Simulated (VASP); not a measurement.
Write the native input for VASP 6.6.1 that does the following.

```yaml
Task: relaxation of cell and atoms
Functional: r2SCAN
Dispersion: rVV10
Potentials_or_basis: VASP PAW PBE potentials, release 64 (Rb_sv, Br)
Cutoff: 600 eV
k_mesh: 6 × 6 × 6
Occupations: methfessel-paxton, width 0.05 eV
Spin: no spin polarisation
Dipole_correction: no
Further_INCAR_settings: ALGO = Normal; EDIFF = 1e-06; IBRION = 2; EDIFFG = -0.01; NSW = 80; ISIF = 3
```

RbBr:

```
Rb Br
1.0
     0.00000    3.42700    3.42700
     3.42700    0.00000    3.42700
     3.42700    3.42700    0.00000
Rb Br
1 1
Direct
  0.00000 0.00000 0.00000
  0.50000 0.50000 0.50000
```

One way to write it, as run:

POSCAR

```
RbBr
1.0
    0.0000000000      3.4270000000      3.4270000000
    3.4270000000      0.0000000000      3.4270000000
    3.4270000000      3.4270000000      0.0000000000
Rb Br
1 1
Direct
    0.0000000000      0.0000000000      0.0000000000
    0.5000000000      0.5000000000      0.5000000000
```

INCAR.step1

```
PREC = Accurate
ENCUT = 600
ISMEAR = 1
SIGMA = 0.05
LREAL = False
LASPH = True
NELM = 60
GGA = PE
ALGO = Normal
EDIFF = 1E-4
LWAVE = True
LCHARG = False
```

INCAR.step2

```
PREC = Accurate
ENCUT = 600
EDIFF = 1E-6
ISMEAR = 1
SIGMA = 0.05
LREAL = False
LASPH = True
NELM = 60
ALGO = Normal
ISIF = 3
LWAVE = False
LCHARG = False
METAGGA = R2SCAN
LMIXTAU = True
LUSE_VDW = True
IVDW_NL = 2
BPARAM = 11.95
CPARAM = 0.0093
IBRION = 2
NSW = 80
EDIFFG = -0.01
ISTART = 1
```

KPOINTS

```
regular mesh
0
Gamma
  6 6 6
```

Potentials or basis: VASP PAW PBE potentials, release 64 (Rb_sv, Br).

The run is started by

```console
$ cat potpaw_PBE.64/Rb_sv/POTCAR potpaw_PBE.64/Br/POTCAR > POTCAR
$ cp INCAR.step1 INCAR
$ mpirun -np 1 vasp_std > vasp.out
$ cp INCAR.step2 INCAR
$ mpirun -np 1 vasp_std > vasp.out
```

Results of the run:

* Pressure after relaxing: 0.0 GPa
* Band gap on the k mesh: 4.86 eV

Caveat: the relaxation stopped at its first step, so nothing moved; the PAW data sets were made with another functional, which shifts forces and pressure a little.

Wall time 110 s on 1 thread of Intel(R) Xeon(R) 6975P-C (Granite Rapids), on a shared host, peak memory 0.49 GiB.
